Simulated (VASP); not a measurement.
# Sn in VASP: a series of runs

The runs below take Sn through single point, with PBE.

Everything below comes from runs of VASP 6.6.1. Logs are shortened: lines on timing, memory, paths and dates and some standing lists are left out, and cuts for length are marked.

**1. The cell of the first run**

Symmetry: I4_1/amd, No. 141, tetragonal system. The conventional cell has a = 5.657 Å, b = 5.657 Å, c = 3.181 Å, α = 90.00°, β = 90.00°, γ = 90.00°. Sn (site symmetry -4m2) has 10 Sn at 2.94 to 3.70 Å within 3.9 Å.

**2. Single point, PBE (equal xx and yy strain of -3 %)**

INCAR

```
SYSTEM = Sn
PREC = Accurate ; ENCUT = 520
EDIFF = 1E-7 ; ISMEAR = -1
SIGMA = 0.05 ; LREAL = .FALSE.
LASPH = .TRUE. ; NELM = 100
ALGO = Normal ; ISIF = 2
LWAVE = .FALSE. ; LCHARG = .FALSE.
GGA = PE ; NBANDS = 21
```

KPOINTS

```
regular mesh
0
G
  15 15 15
  0 0 0
```

POSCAR

```
Sn
1.0
   -2.8283745000      2.8283745000      1.5906500000
    2.8283745000     -2.8283745000      1.5906500000
    2.8283745000      2.8283745000     -1.5906500000
Sn
2
Direct
    0.0000000000      0.0000000000      0.0000000000
    0.7500000000      0.2500000000      0.5000000000
```

Potentials or basis: VASP PAW PBE potentials, release 64 (Sn_d).

Launch:

```console
$ cat potpaw_PBE.64/Sn_d/POTCAR > POTCAR
$ mpirun -np 1 vasp_std > vasp.out
```

OUTCAR:

```text
SYSTEM = Sn
   PREC = Accurate
   ENCUT = 520
   EDIFF = 1E-7
   ISMEAR = -1
   LREAL = .FALSE.
   LASPH = .TRUE.
   NELM = 100
   ISIF = 2
   GGA = PE

 ion  position               nearest neighbor table
   1  0.000  0.000  0.000-   2 2.94   2 2.94   2 2.94   2 2.94   2 3.70   2 3.70   2 3.70   2 3.70

   2  0.750  0.250  0.500-   1 2.94   1 2.94   1 2.94   1 2.94   1 3.70   1 3.70   1 3.70   1 3.70

  LATTYP: Found a body centered tetragonal cell.
 ALAT       =     5.6567490000
 C/A-ratio  =     0.5623901644

  Lattice vectors:

 A1 = (  -2.8283745000,   2.8283745000,   1.5906500000)
 A2 = (   2.8283745000,  -2.8283745000,   1.5906500000)
 A3 = (   2.8283745000,   2.8283745000,  -1.5906500000)

Analysis of symmetry for initial positions (statically):
=====================================================================
 Subroutine PRICEL returns:
 Original cell was already a primitive cell.

 Routine SETGRP: Setting up the symmetry group for a
 body centered tetragonal supercell.

 Subroutine GETGRP returns: Found 16 space group operations
 (whereof  8 operations were pure point group operations)
 out of a pool of 16 trial point group operations.

The static configuration has the point symmetry D_2d.
 The point group associated with its full space group is D_4h.

Analysis of symmetry for dynamics (positions and initial velocities):
=====================================================================
 Subroutine PRICEL returns:
 Original cell was already a primitive cell.

 Routine SETGRP: Setting up the symmetry group for a
 body centered tetragonal supercell.

 Subroutine GETGRP returns: Found 16 space group operations
 (whereof  8 operations were pure point group operations)
 out of a pool of 16 trial point group operations.

The dynamic configuration has the point symmetry D_2d.
 The point group associated with its full space group is D_4h.

 Subroutine INISYM returns: Found 16 space group operations
 (whereof  8 operations are pure point group operations),
 and found     1 'primitive' translations

----------------------------------------------------------------------------------------

                                     Primitive cell

  volume of cell :      50.8989

  direct lattice vectors                    reciprocal lattice vectors
    -2.828374500  2.828374500  1.590650000     0.000000000  0.176779984  0.314336906
     2.828374500 -2.828374500  1.590650000     0.176779984  0.000000000  0.314336906
     2.828374500  2.828374500 -1.590650000     0.176779984  0.176779984  0.000000000

  length of vectors
     4.304598941  4.304598941  4.304598941     0.360636733  0.360636733  0.250004652

  position of ions in fractional coordinates (direct lattice)
     0.000000000  0.000000000  0.000000000
     0.750000000  0.250000000  0.500000000

  ion indices of the primitive-cell ions
   primitive index   ion index
                 1           1
                 2           2

----------------------------------------------------------------------------------------

 KPOINTS: regular mesh

Automatic generation of k-mesh.
 Grid dimensions read from file:
 generate k-points for:   15   15   15

 Generating k-lattice:

  Cartesian coordinates                     Fractional coordinates (reciprocal lattice)
     0.000000000  0.011785332  0.020955794     0.066666667  0.000000000  0.000000000
     0.011785332  0.000000000  0.020955794     0.000000000  0.066666667  0.000000000
     0.011785332  0.011785332  0.000000000     0.000000000  0.000000000  0.066666667

  Length of vectors
     0.024042449  0.024042449  0.016666977

  Shift w.r.t. Gamma in fractional coordinates (k-lattice)
     0.000000000  0.000000000  0.000000000

 Subroutine IBZKPT returns following result:
 ===========================================

 Found    288 irreducible k-points:

 Following reciprocal coordinates:
            Coordinates               Weight
  0.000000  0.000000  0.000000      1.000000
  0.066667 -0.000000  0.000000      8.000000
  0.133333  0.000000 -0.000000      8.000000
  0.200000  0.000000 -0.000000      8.000000
  0.266667  0.000000 -0.000000      8.000000
  0.333333 -0.000000  0.000000      8.000000
[... 16 lines left out ...]
  0.133333  0.133333 -0.000000      8.000000
  0.200000  0.133333  0.000000     16.000000
 [... further k-points ...]
   k-points           NKPTS =    288   k-points in BZ     NKDIM =    288   number of bands    NBANDS=     21
   number of dos      NEDOS =    301   number of ions     NIONS =      2
   total plane-waves  NPLWV =  32768
   dimension x,y,z NGX =    32 NGY =   32 NGZ =   32
   dimension x,y,z NGXF=    64 NGYF=   64 NGZF=   64
   ions per type =               2
   NGX,Y,Z   is equivalent  to a cutoff of  12.36, 12.36, 12.36 a.u.
   NGXF,Y,Z  is equivalent  to a cutoff of  24.72, 24.72, 24.72 a.u.
 SYSTEM =  Sn
   PREC   = accura    normal or accurate (medium, high low for compatibility)
   ISTART =      0    job   : 0-new  1-cont  2-samecut
   ICHARG =      2    charge: 1-file 2-atom 10-const
   ISPIN  =      1    spin polarized calculation?
   LNONCOLLINEAR =      F non collinear calculations
   LSORBIT =      F    spin-orbit coupling
   LASPH  =      T    aspherical Exc in radial PAW
   ENCUT  =  520.0 eV  38.22 Ry    6.18 a.u.   8.00  8.00  8.00*2*pi/ulx,y,z
   NELM   =    100;   NELMIN=  2; NELMDL= -5     # of ELM steps
   EDIFF  = 0.1E-06   stopping-criterion for ELM
   LREAL  =      F    real-space projection
   EDIFFG = 0.1E-05   stopping-criterion for IOM
   NSW    =      0    number of steps for IOM
   IBRION =     -1    ionic relax: 0-MD 1-quasi-New 2-CG
   NFREE  =      0    steps in history (QN), initial steepest desc. (CG)
   ISIF   =      2    stress and relaxation
   ISYM   =      2    0-nonsym 1-usesym 2-fastsym
   POTIM  = 0.5000    time-step for ionic-motion
   TEBEG  =    0.0;   TEEND  =   0.0 temperature during run
   PSTRESS=    0.0 pullay stress
   NELECT =      28.0000    total number of electrons
   NUPDOWN=      -1.0000    fix difference up-down
   EMIN   =  10.00;   EMAX   =-10.00  energy-range for DOS
   EFERMI =   0.00;   METHOD = LEGACY
   ISMEAR =    -1;   SIGMA  =   0.05  broadening in eV -4-tet -1-fermi 0-gaus
   EFERMI_NEDOS =   21; number of points for ismear=-14 and -15
   IALGO  =     38    algorithm
   IMIX   =      4    mixing-type and parameters
     AMIX     =   0.40;   BMIX     =  1.00
     AMIX_MAG =   1.60;   BMIX_MAG =  1.00
  volume/ion in A,a.u.               =      25.45       171.74
  Fermi-wavevector in a.u.,A,eV,Ry     =   1.341399  2.534877 24.481666  1.799352
  Thomas-Fermi vector in A             =   2.469636
   LORBIT       =      0    0 simple, 1 ext, 2 COOP (PROOUT), +10 PAW based schemes
   GGA     = PE    functional components
   LHFCALC =     F    Hartree Fock is set to
   AEXX    =    0.0000 exact exchange contribution
   IVDW    =     0    specifies the selected vdW correction
   LEPSILON=     F    determine dielectric tensor
   LRPA    =     F    only Hartree local field effects (RPA)
 non-spin polarized calculation
  energy-cutoff  :      520.00
  volume of cell :       50.90
 maximum number of plane-waves:      1402
   NGX = 15   NGY = 15   NGZ = 15

 number of electron      28.0000010 magnetization

 Free energy of the ion-electron system (eV)
  ---------------------------------------------------
  ext. energy  EPLUGINS =         0.00000000
  ---------------------------------------------------
  free energy    TOTEN  =        -7.48482168 eV

  energy without entropy =       -7.47746166  energy(sigma->0) =       -7.48114167

 E-fermi :   8.7859     XC(G=0): -10.6110

 val. band max:        8.7827748225   @ k =  -0.4667   0.2000   0.0667
 cond. band min:       8.7961707080   @ k =  -0.4667   0.2000   0.1333
 fundamental gap:      0.0133958855
 Fermi energy:         8.7858988146

 k-point     1 :       0.0000    0.0000    0.0000
  band No.  band energies     occupation
      1     -12.9872      2.00000
      2     -12.8401      2.00000
      3     -12.8343      2.00000
      4     -12.7761      2.00000
      5     -12.6342      2.00000
      6     -12.6341      2.00000
[... 13 lines left out ...]
     20      19.3261      0.00000
     21      19.6462      0.00000

 k-point     2 :       0.0667   -0.0000    0.0000
  band No.  band energies     occupation
      1     -12.9838      2.00000
      2     -12.8318      2.00000
      3     -12.8301      2.00000
      4     -12.7663      2.00000
      5     -12.6410      2.00000
      6     -12.6395      2.00000
[... 13 lines left out ...]
     20      18.3907      0.00000
     21      18.4578      0.00000

 k-point     3 :       0.1333    0.0000   -0.0000
  band No.  band energies     occupation
      1     -12.9738      2.00000
      2     -12.8185      2.00000
      3     -12.8098      2.00000
      4     -12.7426      2.00000
      5     -12.6570      2.00000
      6     -12.6450      2.00000
[... 13 lines left out ...]
     20      17.3245      0.00000
     21      17.6528      0.00000

 k-point     4 :       0.2000    0.0000   -0.0000
  band No.  band energies     occupation
      1     -12.9584      2.00000
      2     -12.8014      2.00000
      3     -12.7829      2.00000
      4     -12.7233      2.00000
      5     -12.6770      2.00000
      6     -12.6354      2.00000
[... 13 lines left out ...]
     20      16.5218      0.00000
     21      17.6850      0.00000

 k-point     5 :       0.2667    0.0000   -0.0000
  band No.  band energies     occupation
      1     -12.9403      2.00000
      2     -12.7831      2.00000
      3     -12.7637      2.00000
      4     -12.7255      2.00000
      5     -12.6952      2.00000
      6     -12.6456      2.00000
[... 13 lines left out ...]
     20      15.9395      0.00000
     21      18.2063      0.00000
[... 382 lines left out ...]
     20      18.4345      0.00000
     21      18.6226      0.00000

 k-point    22 :      -0.0667    0.0667    0.0000
  band No.  band energies     occupation
      1     -12.9828      2.00000
      2     -12.8416      2.00000
      3     -12.8302      2.00000
      4     -12.7802      2.00000
      5     -12.6365      2.00000
      6     -12.6303      2.00000
[... 13 lines left out ...]
     20      19.3149      0.00000
     21      19.4445      0.00000

 k-point    23 :       0.1333    0.1333   -0.0000
  band No.  band energies     occupation
      1     -12.9522      2.00000
      2     -12.7921      2.00000
      3     -12.7592      2.00000
      4     -12.7018      2.00000
      5     -12.6797      2.00000
      6     -12.6628      2.00000
[... 13 lines left out ...]
     20      16.5935      0.00000
     21      16.9590      0.00000

 k-point    24 :       0.2000    0.1333    0.0000
  band No.  band energies     occupation
      1     -12.9376      2.00000
      2     -12.7751      2.00000
      3     -12.7623      2.00000
      4     -12.7044      2.00000
      5     -12.6943      2.00000
      6     -12.6719      2.00000
[... 13 lines left out ...]
     20      16.3281      0.00000
     21      17.3831      0.00000

 [... further k-points ...]

------------------------ aborting loop because EDIFF is reached ----------------------------------------

  FORCE on cell =-STRESS in cart. coord.  units (eV):
  Direction    XX          YY          ZZ          XY          YZ          ZX
  --------------------------------------------------------------------------------------
  -------------------------------------------------------------------------------------
  Total        2.5401509      2.5401509      1.4843886      0.0000000      0.0000000      0.0000000
  in kB       79.9579490     79.9579490     46.7250483      0.0000000      0.0000000      0.0000000
  external PRESSURE =      68.8803154 kB  Pullay stress =       0.0000000 kB

 VOLUME and BASIS-vectors are now :
 -----------------------------------------------------------------------------
  energy-cutoff  :      520.00
  volume of cell :       50.90
      direct lattice vectors                 reciprocal lattice vectors
    -2.828374500  2.828374500  1.590650000     0.000000000  0.176779984  0.314336906
     2.828374500 -2.828374500  1.590650000     0.176779984  0.000000000  0.314336906
     2.828374500  2.828374500 -1.590650000     0.176779984  0.176779984  0.000000000

 POSITION                                       TOTAL-FORCE (eV/Angst)
 -----------------------------------------------------------------------------------
      0.00000      0.00000      0.00000         0.000000      0.000000     -0.000000
     -0.00000      2.82837      0.79532        -0.000000     -0.000000      0.000000
 -----------------------------------------------------------------------------------
    total drift:                                0.000000     -0.000000      0.000000

  FREE ENERGIE OF THE ION-ELECTRON SYSTEM (eV)
  ---------------------------------------------------
  free  energy   TOTEN  =        -7.4848216760 eV

  energy  without entropy=       -7.4774616600  energy(sigma->0) =       -7.48114167
```

It took 68 s on 1 thread of Intel Xeon 6975P-C (Granite Rapids), shared host; peak memory 0.36 GiB.

Results:

| Quantity | Value |
| --- | --- |
| Free energy | -7.4848 eV |
| Pressure | 6.9 GPa |
| Band gap on the k mesh | zero (bands 14 and 15 overlap by 4.90 eV) |

Stress tensor (GPa, compression positive):
```
8.00 0.00 0.00
0.00 8.00 0.00
0.00 0.00 4.67
```

Caveat: the cell differs from its parent crystal (equal xx and yy strain of -3 %); the cell stands under pressure; spin-orbit coupling is left out, which moves the levels of the heavy elements.

(Part 1 of 2 ends here.)

The gap in the log of VASP goes by the Fermi energy; the results here count the filled bands.